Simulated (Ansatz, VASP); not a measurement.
**Sc in VASP and in Ansatz**

```
CELL_PARAMETERS angstrom
3.03889 0.00000 0.00000
0.00000 3.03889 0.00000
0.00000 0.00000 3.03889
ATOMIC_POSITIONS crystal
Sc 0.00000 0.00000 0.00000
```

Alike in both runs: task single point; functional r2SCAN; k mesh 12 × 12 × 12; occupations fermi-dirac, width 0.1 eV; no spin polarisation.

```csv
,VASP,Ansatz
version,VASP 6.6.1,Ansatz 0.2.0
potentials or method,"VASP PAW PBE potentials, release 64 (Sc_sv), cutoff 520 eV","plane waves (500 eV) with PAW, scalar-relativistic"
valence electrons in the cell,11,11
```

```tsv
	VASP	Ansatz	Ansatz less VASP
pressure (GPa)	-2.4	-2.5	-0.10
```

VASP's potentials were made for PBE, not for r2SCAN. With one functional, cell and mesh, what is left measures potentials, basis and numerics.
